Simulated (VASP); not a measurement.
# TlSnCl3 (Pm-3m) in VASP: single point with PBE

Aim: the single point of TlSnCl3 with PBE.

Everything below comes from runs of VASP 6.6.1. Logs are shortened: lines on timing, memory, paths and dates and some standing lists are left out, and cuts for length are marked.

## Step 1: The cell of the first run

The structure is cubic, space group Pm-3m (No. 221). Conventional cell: a = 5.517 Å, b = 5.517 Å, c = 5.517 Å, α = 90.00°, β = 90.00°, γ = 90.00°. Within 5.1 Å of Tl (site symmetry m-3m) lie 12 Cl at 3.90 Å and 8 Sn at 4.78 Å. Within 3.6 Å of Sn (site symmetry m-3m) lie 6 Cl at 2.76 Å. Within 3.6 Å of Cl (site symmetry 4/mmm) lie 2 Sn at 2.76 Å.

## Step 2: Single point, PBE

INCAR reads:

```
SYSTEM = TlSnCl3
PREC = Accurate
ENCUT = 520
EDIFF = 1E-7
ISMEAR = -1
SIGMA = 0.02
LREAL = .FALSE.
LASPH = .TRUE.
NELM = 80
ALGO = Normal
ISIF = 2
LWAVE = .FALSE.
LCHARG = .FALSE.
GGA = PE
NBANDS = 32
```

KPOINTS reads:

```
regular mesh
0
G
  6 6 6
  0 0 0
```

POSCAR reads:

```
TlSnCl3
1.0
    5.5173601512      0.0000000000      0.0000000000
    0.0000000000      5.5173601512      0.0000000000
    0.0000000000      0.0000000000      5.5173601512
Tl Sn Cl
1 1 3
Direct
    0.0000000000      0.0000000000      0.0000000000
    0.5000000000      0.5000000000      0.5000000000
    0.5000000000      0.5000000000      0.0000000000
    0.5000000000      0.0000000000      0.5000000000
    0.0000000000      0.5000000000      0.5000000000
```

Potentials or basis: VASP PAW PBE potentials, release 64 (Tl_d, Sn_d, Cl).

Command:

```sh
$ cat potpaw_PBE.64/Tl_d/POTCAR potpaw_PBE.64/Sn_d/POTCAR potpaw_PBE.64/Cl/POTCAR > POTCAR
$ mpirun -np 1 vasp_std > vasp.out
```

OUTCAR:

```text
SYSTEM = TlSnCl3
   PREC = Accurate
   ENCUT = 520
   EDIFF = 1E-7
   ISMEAR = -1
   LREAL = .FALSE.
   LASPH = .TRUE.
   NELM = 80
   ISIF = 2
   GGA = PE

 ion  position               nearest neighbor table
   1  0.000  0.000  0.000-
   2  0.500  0.500  0.500-   3 2.76   4 2.76   5 2.76   3 2.76   4 2.76   5 2.76
   3  0.500  0.500  0.000-   2 2.76   2 2.76
   4  0.500  0.000  0.500-   2 2.76   2 2.76
   5  0.000  0.500  0.500-   2 2.76   2 2.76

  LATTYP: Found a simple cubic cell.
 ALAT       =     5.5173601512

  Lattice vectors:

 A1 = (   5.5173601512,   0.0000000000,   0.0000000000)
 A2 = (   0.0000000000,   5.5173601512,   0.0000000000)
 A3 = (   0.0000000000,   0.0000000000,   5.5173601512)

Analysis of symmetry for initial positions (statically):
=====================================================================
 Subroutine PRICEL returns:
 Original cell was already a primitive cell.

 Routine SETGRP: Setting up the symmetry group for a
 simple cubic supercell.

 Subroutine GETGRP returns: Found 48 space group operations
 (whereof 48 operations were pure point group operations)
 out of a pool of 48 trial point group operations.

The static configuration has the point symmetry O_h .

Analysis of symmetry for dynamics (positions and initial velocities):
=====================================================================
 Subroutine PRICEL returns:
 Original cell was already a primitive cell.

 Routine SETGRP: Setting up the symmetry group for a
 simple cubic supercell.

 Subroutine GETGRP returns: Found 48 space group operations
 (whereof 48 operations were pure point group operations)
 out of a pool of 48 trial point group operations.

The dynamic configuration has the point symmetry O_h .

 Subroutine INISYM returns: Found 48 space group operations
 (whereof 48 operations are pure point group operations),
 and found     1 'primitive' translations

----------------------------------------------------------------------------------------

                                     Primitive cell

  volume of cell :     167.9554

  direct lattice vectors                    reciprocal lattice vectors
     5.517360151  0.000000000  0.000000000     0.181246098  0.000000000  0.000000000
     0.000000000  5.517360151  0.000000000     0.000000000  0.181246098  0.000000000
     0.000000000  0.000000000  5.517360151     0.000000000  0.000000000  0.181246098

  length of vectors
     5.517360151  5.517360151  5.517360151     0.181246098  0.181246098  0.181246098

  position of ions in fractional coordinates (direct lattice)
     0.000000000  0.000000000  0.000000000
     0.500000000  0.500000000  0.500000000
     0.500000000  0.500000000  0.000000000
     0.500000000  0.000000000  0.500000000
     0.000000000  0.500000000  0.500000000

  ion indices of the primitive-cell ions
   primitive index   ion index
                 1           1
                 2           2
                 3           3
                 4           4
                 5           5

----------------------------------------------------------------------------------------

 KPOINTS: regular mesh

Automatic generation of k-mesh.
 Grid dimensions read from file:
 generate k-points for:    6    6    6

 Generating k-lattice:

  Cartesian coordinates                     Fractional coordinates (reciprocal lattice)
     0.030207683  0.000000000  0.000000000     0.166666667  0.000000000  0.000000000
     0.000000000  0.030207683  0.000000000     0.000000000  0.166666667  0.000000000
     0.000000000  0.000000000  0.030207683     0.000000000  0.000000000  0.166666667

  Length of vectors
     0.030207683  0.030207683  0.030207683

  Shift w.r.t. Gamma in fractional coordinates (k-lattice)
     0.000000000  0.000000000  0.000000000

 Subroutine IBZKPT returns following result:
 ===========================================

 Found     20 irreducible k-points:

 Following reciprocal coordinates:
            Coordinates               Weight
  0.000000  0.000000  0.000000      1.000000
  0.166667  0.000000  0.000000      6.000000
  0.333333  0.000000  0.000000      6.000000
  0.500000  0.000000  0.000000      3.000000
  0.166667  0.166667  0.000000     12.000000
  0.333333  0.166667  0.000000     24.000000
[... 12 lines left out ...]
  0.500000  0.500000  0.333333      6.000000
  0.500000  0.500000  0.500000      1.000000
   k-points           NKPTS =     20   k-points in BZ     NKDIM =     20   number of bands    NBANDS=     32
   number of dos      NEDOS =    301   number of ions     NIONS =      5
   total plane-waves  NPLWV =  74088
   dimension x,y,z NGX =    42 NGY =   42 NGZ =   42
   dimension x,y,z NGXF=    84 NGYF=   84 NGZF=   84
   ions per type =               1   1   3
   NGX,Y,Z   is equivalent  to a cutoff of  12.66, 12.66, 12.66 a.u.
   NGXF,Y,Z  is equivalent  to a cutoff of  25.31, 25.31, 25.31 a.u.
 SYSTEM =  TlSnCl3
   PREC   = accura    normal or accurate (medium, high low for compatibility)
   ISTART =      0    job   : 0-new  1-cont  2-samecut
   ICHARG =      2    charge: 1-file 2-atom 10-const
   ISPIN  =      1    spin polarized calculation?
   LNONCOLLINEAR =      F non collinear calculations
   LSORBIT =      F    spin-orbit coupling
   LASPH  =      T    aspherical Exc in radial PAW
   ENCUT  =  520.0 eV  38.22 Ry    6.18 a.u.  10.26 10.26 10.26*2*pi/ulx,y,z
   NELM   =     80;   NELMIN=  2; NELMDL= -5     # of ELM steps
   EDIFF  = 0.1E-06   stopping-criterion for ELM
   LREAL  =      F    real-space projection
   EDIFFG = 0.1E-05   stopping-criterion for IOM
   NSW    =      0    number of steps for IOM
   IBRION =     -1    ionic relax: 0-MD 1-quasi-New 2-CG
   NFREE  =      0    steps in history (QN), initial steepest desc. (CG)
   ISIF   =      2    stress and relaxation
   ISYM   =      2    0-nonsym 1-usesym 2-fastsym
   POTIM  = 0.5000    time-step for ionic-motion
   TEBEG  =    0.0;   TEEND  =   0.0 temperature during run
   PSTRESS=    0.0 pullay stress
   NELECT =      48.0000    total number of electrons
   NUPDOWN=      -1.0000    fix difference up-down
   EMIN   =  10.00;   EMAX   =-10.00  energy-range for DOS
   EFERMI =   0.00;   METHOD = LEGACY
   ISMEAR =    -1;   SIGMA  =   0.02  broadening in eV -4-tet -1-fermi 0-gaus
   EFERMI_NEDOS =   21; number of points for ismear=-14 and -15
   IALGO  =     38    algorithm
   IMIX   =      4    mixing-type and parameters
     AMIX     =   0.40;   BMIX     =  1.00
     AMIX_MAG =   1.60;   BMIX_MAG =  1.00
  volume/ion in A,a.u.               =      33.59       226.68
  Fermi-wavevector in a.u.,A,eV,Ry     =   1.078344  2.037774 15.821199  1.162825
  Thomas-Fermi vector in A             =   2.214280
   LORBIT       =      0    0 simple, 1 ext, 2 COOP (PROOUT), +10 PAW based schemes
   GGA     = PE    functional components
   LHFCALC =     F    Hartree Fock is set to
   AEXX    =    0.0000 exact exchange contribution
   IVDW    =     0    specifies the selected vdW correction
   LEPSILON=     F    determine dielectric tensor
   LRPA    =     F    only Hartree local field effects (RPA)
 non-spin polarized calculation
  energy-cutoff  :      520.00
  volume of cell :      167.96
 maximum number of plane-waves:      4632
 NGX is ok and might be reduce to    42
   NGX = 21   NGY = 21   NGZ = 21

 number of electron      47.9999979 magnetization

 Free energy of the ion-electron system (eV)
  ---------------------------------------------------
  ext. energy  EPLUGINS =         0.00000000
  ---------------------------------------------------
  free energy    TOTEN  =       -16.43306059 eV

  energy without entropy =      -16.43306059  energy(sigma->0) =      -16.43306059

 E-fermi :   3.7880     XC(G=0):  -7.9008

 val. band max:        3.4800099458   @ k =   0.5000   0.5000   0.5000
 cond. band min:       4.1179611299   @ k =   0.5000   0.0000   0.0000
 fundamental gap:      0.6379511841
 Fermi energy:         3.7879608865

 k-point     1 :       0.0000    0.0000    0.0000
  band No.  band energies     occupation
      1     -18.7904      2.00000
      2     -18.7904      2.00000
      3     -18.7479      2.00000
      4     -18.7479      2.00000
      5     -18.7479      2.00000
      6     -12.8932      2.00000
[... 24 lines left out ...]
     31       8.6077      0.00000
     32       8.6102      0.00000

 k-point     2 :       0.1667    0.0000    0.0000
  band No.  band energies     occupation
      1     -18.7904      2.00000
      2     -18.7873      2.00000
      3     -18.7480      2.00000
      4     -18.7480      2.00000
      5     -18.7479      2.00000
      6     -12.8596      2.00000
[... 24 lines left out ...]
     31       8.4806      0.00000
     32       8.6360      0.00000

 k-point     3 :       0.3333    0.0000    0.0000
  band No.  band energies     occupation
      1     -18.7904      2.00000
      2     -18.7810      2.00000
      3     -18.7482      2.00000
      4     -18.7482      2.00000
      5     -18.7479      2.00000
      6     -12.7692      2.00000
[... 24 lines left out ...]
     31       8.8987      0.00000
     32       9.0873      0.00000

 k-point     4 :       0.5000    0.0000    0.0000
  band No.  band energies     occupation
      1     -18.7903      2.00000
      2     -18.7779      2.00000
      3     -18.7483      2.00000
      4     -18.7483      2.00000
      5     -18.7479      2.00000
      6     -12.6917      2.00000
[... 514 lines left out ...]
     31      10.2048      0.00000
     32      10.2191      0.00000

 k-point    19 :       0.5000    0.5000    0.3333
  band No.  band energies     occupation
      1     -18.7746      2.00000
      2     -18.7714      2.00000
      3     -18.7486      2.00000
      4     -18.7485      2.00000
      5     -18.7485      2.00000
      6     -12.4800      2.00000
[... 24 lines left out ...]
     31      10.1356      0.00000
     32      10.1919      0.00000

 k-point    20 :       0.5000    0.5000    0.5000
  band No.  band energies     occupation
      1     -18.7714      2.00000
      2     -18.7714      2.00000
      3     -18.7486      2.00000
      4     -18.7486      2.00000
      5     -18.7486      2.00000
      6     -12.4795      2.00000
[... 24 lines left out ...]
     31       9.9862      0.00000
     32       9.9862      0.00000

------------------------ aborting loop because EDIFF is reached ----------------------------------------

  FORCE on cell =-STRESS in cart. coord.  units (eV):
  Direction    XX          YY          ZZ          XY          YZ          ZX
  --------------------------------------------------------------------------------------
  -------------------------------------------------------------------------------------
  Total        0.8069354      0.8069354      0.8069354      0.0000000      0.0000000      0.0000000
  in kB        7.6976000      7.6976000      7.6976000      0.0000000      0.0000000      0.0000000
  external PRESSURE =       7.6976000 kB  Pullay stress =       0.0000000 kB

 VOLUME and BASIS-vectors are now :
 -----------------------------------------------------------------------------
  energy-cutoff  :      520.00
  volume of cell :      167.96
      direct lattice vectors                 reciprocal lattice vectors
     5.517360151  0.000000000  0.000000000     0.181246098  0.000000000  0.000000000
     0.000000000  5.517360151  0.000000000     0.000000000  0.181246098  0.000000000
     0.000000000  0.000000000  5.517360151     0.000000000  0.000000000  0.181246098

 POSITION                                       TOTAL-FORCE (eV/Angst)
 -----------------------------------------------------------------------------------
      0.00000      0.00000      0.00000         0.000000      0.000000      0.000000
      2.75868      2.75868      2.75868         0.000000      0.000000      0.000000
      2.75868      2.75868      0.00000         0.000000      0.000000      0.000000
      2.75868      0.00000      2.75868         0.000000      0.000000      0.000000
      0.00000      2.75868      2.75868         0.000000      0.000000      0.000000
 -----------------------------------------------------------------------------------
    total drift:                                0.000000     -0.000000     -0.000000

  FREE ENERGIE OF THE ION-ELECTRON SYSTEM (eV)
  ---------------------------------------------------
  free  energy   TOTEN  =       -16.4330605872 eV

  energy  without entropy=      -16.4330605859  energy(sigma->0) =      -16.43306059
```

It took 3 min on 1 thread of Intel Xeon 8259CL, shared host; peak memory 0.32 GiB.

Results:

| Quantity | Value |
| --- | --- |
| Free energy | -16.4331 eV |
| Pressure | 0.8 GPa |
| Band gap on the k mesh | 0.64 eV (least direct gap 0.76 eV) |

Levels at points of the mesh, in eV from the valence-band top:
| k point | band 20 | band 21 | band 22 | band 23 | band 24 | band 25 | band 26 | band 27 | band 28 | band 29 |
| --- | --- | --- | --- | --- | --- | --- | --- | --- | --- | --- |
| (0.00, 0.00, 0.00) | -3.83 | -3.83 | -3.79 | -3.79 | -3.79 | 2.26 | 2.26 | 2.26 | 4.76 | 4.76 |
| (0.50, 0.00, 0.00) | -3.90 | -3.88 | -3.76 | -3.76 | -2.35 | 0.64 | 1.80 | 1.81 | 1.81 | 4.40 |
| (0.50, 0.50, 0.00) | -4.13 | -3.98 | -3.98 | -3.34 | -1.13 | 1.11 | 1.11 | 1.42 | 1.61 | 1.61 |
| (0.50, 0.50, 0.50) | -4.12 | -3.34 | -3.34 | -3.34 | 0.00 | 0.76 | 0.76 | 0.76 | 2.00 | 2.00 |

Caveat: spin-orbit coupling is left out, which moves the levels of the heavy elements. A k mesh can miss the band edges.
